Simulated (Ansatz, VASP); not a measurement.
## One calculation of W, two programs

```xyz
6
Lattice="2.7570 0.0000 0.0000 -0.9190 2.5993 0.0000 0.0000 0.0000 27.2555" Properties=species:S:1:pos:R:3 pbc="T T T"
W     0.4595    0.6498    8.0000
W     1.3785    1.9495   10.2511
W     0.4595    0.6498   12.5022
W     1.3785    1.9495   14.7533
W     0.4595    0.6498   17.0044
W     1.3785    1.9495   19.2555
```

Alike in both runs: task single point; functional PBE; k mesh 13 × 13 × 1; occupations fermi-dirac, width 0.1 eV; no spin polarisation.

|  | VASP | Ansatz |
| --- | --- | --- |
| version | VASP 6.6.1 | Ansatz 0.2.0 |
| potentials or method | VASP PAW PBE potentials, release 64 (W_sv), cutoff 520 eV | all-electron LAPW, scalar-relativistic |

VASP gave:

```
rms of the force components (eV/Å) : 0.326
```

Problem. What did Ansatz give for the same quantities?

Solution. rms of the force components (eV/Å): 0.328.

Atom by atom the forces differ by 0.006 eV/Å (rms over components). Ansatz ran all-electron here, and VASP with PAW potentials.

Spin-orbit coupling is off throughout.
